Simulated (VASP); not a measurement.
Wanted: the native input for a VASP 6.6.1 run.

- Task: single point
- Functional: PBE
- Potentials or basis: VASP PAW PBE potentials, release 64 (Co, O)
- Cutoff: 520 eV
- k mesh: 4 × 4 × 4
- Occupations: fermi-dirac, width 0.05 eV
- Spin: collinear spin, ferromagnetic start
- Starting moments: [3.0, 0.0] μB
- Dipole correction: no
- Further INCAR settings: ALGO = Normal; EDIFF = 1e-06; NBANDS = 18

The structure of CoO lies in POSCAR:

```
CoO
1.0
    0.0000000000      2.1300000000      2.1300000000
    2.1300000000      0.0000000000      2.1300000000
    2.1300000000      2.1300000000      0.0000000000
Co O
1 1
Direct
    0.0000000000      0.0000000000      0.0000000000
    0.5000000000      0.5000000000      0.5000000000
```

These files were run (other wordings do the same):

INCAR

```
SYSTEM = CoO
ALGO = Normal
EDIFF = 1E-6
ENCUT = 520
GGA = PE
ISIF = 2
ISMEAR = -1
ISPIN = 2
LASPH = .True.
LCHARG = .False.
LMAXMIX = 4
LORBIT = 11
LREAL = .False.
LWAVE = .False.
MAGMOM = 3 0
NBANDS = 18
NELM = 150
PREC = Accurate
SIGMA = 0.05
```

KPOINTS

```
k-points
0
Gamma
  4 4 4
  0 0 0
```

Potentials or basis: VASP PAW PBE potentials, release 64 (Co, O).

Run with:

```bash
$ cat potpaw_PBE.64/Co/POTCAR potpaw_PBE.64/O/POTCAR > POTCAR
$ mpirun -np 1 vasp_std > vasp.out
```

Results of the run:

```json
{
 "Pressure": "-6.8 GPa",
 "Net moment": "2.40 μB per cell",
 "Site moments": "Co +2.21; O +0.15 μB",
 "Valence electrons inside the program's atomic spheres": "Co 7.82; O 4.96"
}
```

Caveat: the k points lie up to 0.64 Å⁻¹ apart; a cell with one magnetic atom can't hold antiferromagnetic order, which such compounds often take.

It took 6.7 s on 1 thread of AMD EPYC 9R45 96-Core Processor (Zen 5), with other jobs on the host, peak memory 0.11 GiB.
